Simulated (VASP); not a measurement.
Here is a VASP 6.6.1 calculation.

INCAR

```
SYSTEM = SrO
PREC = Accurate
ENCUT = 520
EDIFF = 1E-6
ISMEAR = -1
SIGMA = 0.05
LREAL = .False.
LASPH = .True.
NELM = 60
ALGO = Normal
ISIF = 2
LWAVE = .False.
LCHARG = .False.
GGA = PS
NBANDS = 15
```

Contents of KPOINTS:

```
regular mesh
0
Gamma
  9 9 9
  0 0 0
```

The input POSCAR:

```
SrO
1.0
    0.0000000000      2.5316160185      2.5316160185
    2.5316160185      0.0000000000      2.5316160185
    2.5316160185      2.5316160185      0.0000000000
Sr O
1 1
Direct
    0.5000000000      0.5000000000      0.5000000000
    0.0000000000      0.0000000000      0.0000000000
```

Potentials or basis: VASP PAW PBE potentials, release 64 (Sr_sv, O).

Launch:

```console
$ cat potpaw_PBE.64/Sr_sv/POTCAR potpaw_PBE.64/O/POTCAR > POTCAR
$ mpirun -np 1 vasp_std > vasp.out
```

**Question.** Estimate the pressure.

**Answer.** 4.3 GPa.

**Question.** Predict the band gap on the k mesh.

**Answer.** 3.18 eV, indirect (least direct gap 3.24 eV).

Caveat: the PAW data sets were made with another functional, which shifts forces and pressure a little. A k mesh can miss the band edges.
